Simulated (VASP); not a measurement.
The system is Ir.

```
Ir
1.0
     2.74221    0.00000    0.00000
    -1.37110    2.37482    0.00000
     0.00000    0.00000    4.44714
Ir
2
Direct
  0.33333 0.66667 0.25000
  0.66667 0.33333 0.75000
```

Base run:

- Program: VASP 6.6.1
- Functional: BLYP
- Dispersion: D4
- Potentials or basis: VASP PAW PBE potentials, release 64 (Ir)
- Cutoff: 520 eV
- k mesh: 11 × 11 × 6
- Occupations: fermi-dirac, width 0.05 eV
- Spin: no spin polarisation

Its results: band gap on the k mesh zero (band 9 reaches 11.63 eV, above the bottom of band 10 at 8.57 eV); pressure 3.0 GPa.

Question: The run is repeated on the same cell with these changes: potentials or basis from VASP PAW PBE potentials, release 64 (Ir) to VASP PAW PBE potentials, release 64 (Ir_sv_GW); cutoff from 520 eV to 500 eV; further incar settings from ALGO = Normal; EDIFF = 1e-06; NBANDS = 16 to ALGO = Normal; EDIFF = 1e-06; NBANDS = 24; valence electrons from 18 to 34. What comes out?

Answer: Band gap on the k mesh zero (band 17 reaches 14.06 eV, above the bottom of band 18 at 11.00 eV); pressure -1.3 GPa.

Caveats: the PAW data sets were made with another functional, which shifts forces and pressure a little; spin-orbit coupling is left out, which moves the levels of the heavy elements; pairwise dispersion overbinds metals, which lowers pressure and volume.
